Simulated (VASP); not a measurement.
# Li (Im-3m) in VASP: further runs

The runs below take Li through single point, with r2SCAN.

Everything below comes from runs of VASP 6.6.1. Logs are shortened: lines on timing, memory, paths and dates and some standing lists are left out, and cuts for length are marked.

### 1 The cell of the first run

Symmetry: Im-3m, No. 229, cubic system. The conventional cell has a = 3.522 Å, b = 3.522 Å, c = 3.522 Å, α = 90.00°, β = 90.00°, γ = 90.00°. Within 4.0 Å of Li (site symmetry m-3m) lie 14 Li at 3.05 to 3.52 Å.

### 2 Single point, r2SCAN (21.84 Å³/atom)

POSCAR reads:

```
Li
1.0
   -1.7608107418      1.7608107418      1.7608107418
    1.7608107418     -1.7608107418      1.7608107418
    1.7608107418      1.7608107418     -1.7608107418
Li
1
Direct
    0.0000000000      0.0000000000      0.0000000000
```

INCAR.step1 reads:

```
PREC = Accurate
ENCUT = 520
ISMEAR = -1
SIGMA = 0.1
LREAL = False
LASPH = True
NELM = 100
NBANDS = 8
GGA = PE
ALGO = Normal
EDIFF = 1E-4
LWAVE = True
LCHARG = False
```

INCAR.step2 reads:

```
PREC = Accurate
ENCUT = 520
EDIFF = 1E-6
ISMEAR = -1
SIGMA = 0.1
LREAL = False
LASPH = True
NELM = 100
ALGO = Normal
ISIF = 2
LWAVE = False
LCHARG = False
METAGGA = R2SCAN
LMIXTAU = True
NBANDS = 8
ISTART = 1
```

KPOINTS reads:

```
Automatic mesh
0
Gamma
  21 21 21
```

Potentials or basis: VASP PAW PBE potentials, release 64 (Li_sv).

Command:

```console
cat potpaw_PBE.64/Li_sv/POTCAR > POTCAR
cp INCAR.step1 INCAR
mpirun -np 1 vasp_std > vasp.out
cp INCAR.step2 INCAR
mpirun -np 1 vasp_std > vasp.out
```

OUTCAR:

```text
PREC = Accurate
   ENCUT = 520
   EDIFF = 1E-6
   ISMEAR = -1
   LREAL = False
   LASPH = True
   NELM = 100
   ISIF = 2
   METAGGA = R2SCAN
   ISTART = 1

 ion  position               nearest neighbor table
   1  0.000  0.000  0.000-

  LATTYP: Found a body centered cubic cell.
 ALAT       =     3.5216214836

  Lattice vectors:

 A1 = (  -1.7608107418,   1.7608107418,   1.7608107418)
 A2 = (   1.7608107418,  -1.7608107418,   1.7608107418)
 A3 = (   1.7608107418,   1.7608107418,  -1.7608107418)

Analysis of symmetry for initial positions (statically):
=====================================================================
 Subroutine PRICEL returns:
 Original cell was already a primitive cell.

 Routine SETGRP: Setting up the symmetry group for a
 body centered cubic supercell.

 Subroutine GETGRP returns: Found 48 space group operations
 (whereof 48 operations were pure point group operations)
 out of a pool of 48 trial point group operations.

The static configuration has the point symmetry O_h .

Analysis of symmetry for dynamics (positions and initial velocities):
=====================================================================
 Subroutine PRICEL returns:
 Original cell was already a primitive cell.

 Routine SETGRP: Setting up the symmetry group for a
 body centered cubic supercell.

 Subroutine GETGRP returns: Found 48 space group operations
 (whereof 48 operations were pure point group operations)
 out of a pool of 48 trial point group operations.

The dynamic configuration has the point symmetry O_h .

 Subroutine INISYM returns: Found 48 space group operations
 (whereof 48 operations are pure point group operations),
 and found     1 'primitive' translations

----------------------------------------------------------------------------------------

                                     Primitive cell

  volume of cell :      21.8373

  direct lattice vectors                    reciprocal lattice vectors
    -1.760810742  1.760810742  1.760810742     0.000000000  0.283960103  0.283960103
     1.760810742 -1.760810742  1.760810742     0.283960103  0.000000000  0.283960103
     1.760810742  1.760810742 -1.760810742     0.283960103  0.283960103  0.000000000

  length of vectors
     3.049813667  3.049813667  3.049813667     0.401580229  0.401580229  0.401580229

  position of ions in fractional coordinates (direct lattice)
     0.000000000  0.000000000  0.000000000

  ion indices of the primitive-cell ions
   primitive index   ion index
                 1           1

----------------------------------------------------------------------------------------

 KPOINTS: Automatic mesh

Automatic generation of k-mesh.
 Grid dimensions read from file:
 generate k-points for:   21   21   21

 Generating k-lattice:

  Cartesian coordinates                     Fractional coordinates (reciprocal lattice)
     0.000000000  0.013521910  0.013521910     0.047619048  0.000000000  0.000000000
     0.013521910  0.000000000  0.013521910     0.000000000  0.047619048  0.000000000
     0.013521910  0.013521910  0.000000000     0.000000000  0.000000000  0.047619048

  Length of vectors
     0.019122868  0.019122868  0.019122868

  Shift w.r.t. Gamma in fractional coordinates (k-lattice)
     0.000000000  0.000000000  0.000000000

 Subroutine IBZKPT returns following result:
 ===========================================

 Found    286 irreducible k-points:

 Following reciprocal coordinates:
            Coordinates               Weight
  0.000000  0.000000  0.000000      1.000000
  0.047619  0.000000  0.000000     12.000000
  0.095238  0.000000  0.000000     12.000000
  0.142857  0.000000  0.000000     12.000000
  0.190476  0.000000  0.000000     12.000000
  0.238095  0.000000  0.000000     12.000000
[... 16 lines left out ...]
  0.142857  0.095238 -0.000000     48.000000
  0.190476  0.095238  0.000000     48.000000
 [... further k-points ...]
   k-points           NKPTS =    286   k-points in BZ     NKDIM =    286   number of bands    NBANDS=      8
   number of dos      NEDOS =    301   number of ions     NIONS =      1
   total plane-waves  NPLWV =  13824
   dimension x,y,z NGX =    24 NGY =   24 NGZ =   24
   dimension x,y,z NGXF=    48 NGYF=   48 NGZF=   48
   ions per type =               1
   NGX,Y,Z   is equivalent  to a cutoff of  13.08, 13.08, 13.08 a.u.
   NGXF,Y,Z  is equivalent  to a cutoff of  26.16, 26.16, 26.16 a.u.
 SYSTEM =  unknown system
   PREC   = accura    normal or accurate (medium, high low for compatibility)
   ISTART =      1    job   : 0-new  1-cont  2-samecut
   ICHARG =      0    charge: 1-file 2-atom 10-const
   ISPIN  =      1    spin polarized calculation?
   LNONCOLLINEAR =      F non collinear calculations
   LSORBIT =      F    spin-orbit coupling
   LASPH  =      T    aspherical Exc in radial PAW
   ENCUT  =  520.0 eV  38.22 Ry    6.18 a.u.   5.67  5.67  5.67*2*pi/ulx,y,z
   NELM   =    100;   NELMIN=  2; NELMDL=  0     # of ELM steps
   EDIFF  = 0.1E-05   stopping-criterion for ELM
   LREAL  =      F    real-space projection
   EDIFFG = 0.1E-04   stopping-criterion for IOM
   NSW    =      0    number of steps for IOM
   IBRION =     -1    ionic relax: 0-MD 1-quasi-New 2-CG
   NFREE  =      0    steps in history (QN), initial steepest desc. (CG)
   ISIF   =      2    stress and relaxation
   ISYM   =      2    0-nonsym 1-usesym 2-fastsym
   POTIM  = 0.5000    time-step for ionic-motion
   TEBEG  =    0.0;   TEEND  =   0.0 temperature during run
   PSTRESS=    0.0 pullay stress
   NELECT =       3.0000    total number of electrons
   NUPDOWN=      -1.0000    fix difference up-down
   EMIN   =  10.00;   EMAX   =-10.00  energy-range for DOS
   EFERMI =   0.00;   METHOD = LEGACY
   ISMEAR =    -1;   SIGMA  =   0.10  broadening in eV -4-tet -1-fermi 0-gaus
   EFERMI_NEDOS =   21; number of points for ismear=-14 and -15
   IALGO  =     38    algorithm
   IMIX   =      4    mixing-type and parameters
     AMIX     =   0.40;   BMIX     =  1.00
     AMIX_MAG =   1.60;   BMIX_MAG =  1.00
  volume/ion in A,a.u.               =      21.84       147.37
  Fermi-wavevector in a.u.,A,eV,Ry     =   0.844726  1.596301  9.708603  0.713562
  Thomas-Fermi vector in A             =   1.959800
   LORBIT       =      0    0 simple, 1 ext, 2 COOP (PROOUT), +10 PAW based schemes
   METAGGA = R2SCAN    functional components
   LHFCALC =     F    Hartree Fock is set to
   AEXX    =    0.0000 exact exchange contribution
   IVDW    =     0    specifies the selected vdW correction
   LEPSILON=     F    determine dielectric tensor
   LRPA    =     F    only Hartree local field effects (RPA)
 non-spin polarized calculation
  energy-cutoff  :      520.00
  volume of cell :       21.84
 maximum number of plane-waves:       603
   NGX = 11   NGY = 11   NGZ = 11

 number of electron       2.9999993 magnetization

 Free energy of the ion-electron system (eV)
  ---------------------------------------------------
  ext. energy  EPLUGINS =         0.00000000
  ---------------------------------------------------
  free energy    TOTEN  =        -2.38843269 eV

  energy without entropy =       -2.37319567  energy(sigma->0) =       -2.38081418

 E-fermi :   0.4591     XC(G=0):  -7.2586

 val. band max:        0.4300682030   @ k =   0.2381   0.1905   0.0952
 cond. band min:       0.4843950657   @ k =   0.2857   0.1429   0.0952
 fundamental gap:      0.0543268627
 Fermi energy:         0.4590618116

 k-point     1 :       0.0000    0.0000    0.0000
  band No.  band energies     occupation
      1     -47.8147      2.00000
      2      -3.2981      2.00000
      3      15.9656      0.00000
      4      15.9668      0.00000
      5      15.9668      0.00000
      6      20.0395      0.00000
      7      20.0397      0.00000
      8      20.0397      0.00000

 k-point     2 :       0.0476    0.0000    0.0000
  band No.  band energies     occupation
      1     -47.8144      2.00000
      2      -3.2528      2.00000
      3      15.6072      0.00000
      4      15.6871      0.00000
      5      15.8758      0.00000
      6      19.3912      0.00000
      7      19.4125      0.00000
      8      20.4333      0.00000

 k-point     3 :       0.0952    0.0000    0.0000
  band No.  band energies     occupation
      1     -47.8133      2.00000
      2      -3.1167      2.00000
      3      14.5540      0.00000
      4      15.0574      0.00000
      5      15.6116      0.00000
      6      18.4505      0.00000
      7      18.4941      0.00000
      8      20.2450      0.00000

 k-point     4 :       0.1429    0.0000    0.0000
  band No.  band energies     occupation
      1     -47.8117      2.00000
      2      -2.8901      2.00000
      3      13.0614      0.00000
      4      14.3364      0.00000
      5      15.2122      0.00000
      6      17.5397      0.00000
      7      18.0155      0.00000
      8      20.1299      0.00000

 k-point     5 :       0.1905    0.0000    0.0000
  band No.  band energies     occupation
      1     -47.8098      2.00000
      2      -2.5735      2.00000
      3      11.4350      0.00000
      4      13.6400      0.00000
      5      14.7410      0.00000
      6      16.7283      0.00000
      7      17.7861      0.00000
      8      20.2690      0.00000
[... 177 lines left out ...]
 k-point    22 :       0.0952    0.0952    0.0000
  band No.  band energies     occupation
      1     -47.8109      2.00000
      2      -2.7544      2.00000
      3      12.9657      0.00000
      4      13.2138      0.00000
      5      14.5477      0.00000
      6      17.9142      0.00000
      7      18.0990      0.00000
      8      20.1458      0.00000

 k-point    23 :       0.1429    0.0952   -0.0000
  band No.  band energies     occupation
      1     -47.8090      2.00000
      2      -2.4371      2.00000
      3      11.4495      0.00000
      4      12.4782      0.00000
      5      13.9656      0.00000
      6      17.7542      0.00000
      7      17.9311      0.00000
      8      20.3460      0.00000

 k-point    24 :       0.1905    0.0952    0.0000
  band No.  band energies     occupation
      1     -47.8069      2.00000
      2      -2.0301      2.00000
      3       9.8667      0.00000
      4      11.8747      0.00000
      5      13.4205      0.00000
      6      17.4708      0.00000
      7      17.8704      0.00000
      8      20.6717      0.00000

 [... further k-points ...]
[... 5 lines left out ...]
  --------------------------------------------------------------------------------------
  -------------------------------------------------------------------------------------
  Total       -0.0489447     -0.0489447     -0.0489447      0.0000000      0.0000000     -0.0000000
  in kB       -3.5910250     -3.5910250     -3.5910250      0.0000000      0.0000000     -0.0000000
  external PRESSURE =      -3.5910250 kB  Pullay stress =       0.0000000 kB

 VOLUME and BASIS-vectors are now :
 -----------------------------------------------------------------------------
  energy-cutoff  :      520.00
  volume of cell :       21.84
      direct lattice vectors                 reciprocal lattice vectors
    -1.760810742  1.760810742  1.760810742     0.000000000  0.283960103  0.283960103
     1.760810742 -1.760810742  1.760810742     0.283960103  0.000000000  0.283960103
     1.760810742  1.760810742 -1.760810742     0.283960103  0.283960103  0.000000000

 POSITION                                       TOTAL-FORCE (eV/Angst)
 -----------------------------------------------------------------------------------
      0.00000      0.00000      0.00000        -0.000000      0.000000     -0.000000
 -----------------------------------------------------------------------------------
    total drift:                                0.000000      0.000000     -0.000000

  FREE ENERGIE OF THE ION-ELECTRON SYSTEM (eV)
  ---------------------------------------------------
  free  energy   TOTEN  =        -2.3884326866 eV

  energy  without entropy=       -2.3731956742  energy(sigma->0) =       -2.38081418
```

Wall time 2.8 min (1 thread of Intel Xeon Platinum 8375C at 2.90GHz (Ice Lake), shared host); peak memory 0.16 GiB.

What came out:

| Item | Value |
| --- | --- |
| Free energy | -2.3884 eV |
| Band gap on the k mesh | zero (an odd number of electrons rules out a gap without spin polarisation) |

Levels at points of the mesh, in eV from the Fermi level:
| k point | band 1 | band 2 | band 3 | band 4 | band 5 |
| --- | --- | --- | --- | --- | --- |
| (0.00, 0.00, 0.00) | -48.27 | -3.76 | 15.51 | 15.51 | 15.51 |

Caveat: the cutoff is under 1.25 times the usual one of these potentials, so pressure, stress and relaxed cells hold a basis-set (Pulay) error; the PAW data sets were made with another functional, which shifts forces and pressure a little.

### 3 Single point, r2SCAN (22.68 Å³/atom)

This run uses another cell than the first one, of 22.68 Å³/atom.

POSCAR reads:

```
Li
1.0
   -1.7831018518      1.7831018518      1.7831018518
    1.7831018518     -1.7831018518      1.7831018518
    1.7831018518      1.7831018518     -1.7831018518
Li
1
Direct
    0.0000000000      0.0000000000      0.0000000000
```

INCAR.step1 reads:

```
SYSTEM = Li
  PREC = Accurate
  ENCUT = 520
  ISMEAR = -1
  SIGMA = 0.1
  LREAL = .FALSE.
  LASPH = .TRUE.
  NELM = 100
  NBANDS = 8
  GGA = PE
  ALGO = Normal
  EDIFF = 1E-4
  LWAVE = .TRUE.
  LCHARG = .FALSE.
```

INCAR.step2 reads:

```
SYSTEM = Li
  PREC = Accurate
  ENCUT = 520
  EDIFF = 1E-7
  ISMEAR = -1
  SIGMA = 0.1
  LREAL = .FALSE.
  LASPH = .TRUE.
  NELM = 100
  ALGO = Normal
  ISIF = 2
  LWAVE = .FALSE.
  LCHARG = .TRUE.
  METAGGA = R2SCAN
  LMIXTAU = .TRUE.
  LELF = .TRUE.
  LVHAR = .TRUE.
  NBANDS = 8
  ISTART = 1
```

KPOINTS reads:

```
regular mesh
0
G
  21 21 21
  0 0 0
```

Potentials or basis: VASP PAW PBE potentials, release 64 (Li_sv).

Command:

```console
cat potpaw_PBE.64/Li_sv/POTCAR > POTCAR
cp INCAR.step1 INCAR
mpirun -np 1 vasp_std > vasp.out
cp INCAR.step2 INCAR
mpirun -np 1 vasp_std > vasp.out
```

It took 2.7 min on 1 thread of Intel Xeon Platinum 8375C at 2.90GHz (Ice Lake), shared host; peak memory 0.16 GiB.

The run converged. Its results:

```
Free energy            : -2.3861 eV
Band gap on the k mesh : zero (an odd number of electrons rules out a gap without spin polarisation)
```

Levels at points of the mesh, in eV from the Fermi level:
```tsv
k point	band 1	band 2	band 3	band 4	band 5
(0.00, 0.00, 0.00)	-48.37	-3.69	15.12	15.12	15.12
```

Caveat: the cutoff is under 1.25 times the usual one of these potentials, so pressure, stress and relaxed cells hold a basis-set (Pulay) error; the PAW data sets were made with another functional, which shifts forces and pressure a little.

### 4 Single point, r2SCAN (23.52 Å³/atom)

This run uses another cell than the first one, of 23.52 Å³/atom.

POSCAR reads:

```
Li
1.0
   -1.8048491396      1.8048491396      1.8048491396
    1.8048491396     -1.8048491396      1.8048491396
    1.8048491396      1.8048491396     -1.8048491396
Li
1
Direct
    0.0000000000      0.0000000000      0.0000000000
```

INCAR.step1 reads:

```
ALGO = Normal
EDIFF = 1E-4
ENCUT = 520
GGA = PE
ISMEAR = -1
LASPH = T
LCHARG = F
LREAL = F
LWAVE = T
NBANDS = 8
NELM = 80
PREC = Accurate
SIGMA = 0.1
```

INCAR.step2 reads:

```
ALGO = Normal
EDIFF = 1E-6
ENCUT = 520
ISIF = 2
ISMEAR = -1
ISTART = 1
LASPH = T
LCHARG = F
LMIXTAU = T
LREAL = F
LWAVE = F
METAGGA = R2SCAN
NBANDS = 8
NELM = 80
PREC = Accurate
SIGMA = 0.1
```

KPOINTS reads:

```
k-points
0
Gamma
  21 21 21
```

Command:

```console
cat potpaw_PBE.64/Li_sv/POTCAR > POTCAR
cp INCAR.step1 INCAR
mpirun -np 1 vasp_std > vasp.out
cp INCAR.step2 INCAR
mpirun -np 1 vasp_std > vasp.out
```

It took 2.6 min on 1 thread of Intel Xeon Platinum 8375C at 2.90GHz (Ice Lake), shared host; peak memory 0.16 GiB.

The run converged. Its results:

| Quantity | Value |
| --- | --- |
| Free energy | -2.3812 eV |
| Band gap on the k mesh | zero (an odd number of electrons rules out a gap without spin polarisation) |

Levels at points of the mesh, in eV from the Fermi level:
```csv
k point,band 1,band 2,band 3,band 4
"(0.00, 0.00, 0.00)",-48.45,-3.64,14.75,14.75
```

Caveat: the cutoff is under 1.25 times the usual one of these potentials, so pressure, stress and relaxed cells hold a basis-set (Pulay) error; the PAW data sets were made with another functional, which shifts forces and pressure a little.

### 5 Overview

```tsv
cell	gap on the mesh (eV)
a = 3.050 Å, angles 109.5°, 1 atom	none
a = 3.088 Å, angles 109.5°, 1 atom	none
a = 3.126 Å, angles 109.5°, 1 atom	none
```

Alike in all rows: task single point; level r2SCAN; potentials or basis VASP PAW PBE potentials, release 64 (Li_sv); no spin polarisation; k mesh 21 × 21 × 21; cutoff (eV) 520; smearing fermi-dirac 0.1 eV.

Caveats: the cutoff is under 1.25 times the usual one of these potentials, so pressure, stress and relaxed cells hold a basis-set (Pulay) error; the PAW data sets were made with another functional, which shifts forces and pressure a little.

Absolute energies hang on the potentials; compare differences alone.

The gap in the log of VASP goes by the Fermi energy; the results here count the filled bands.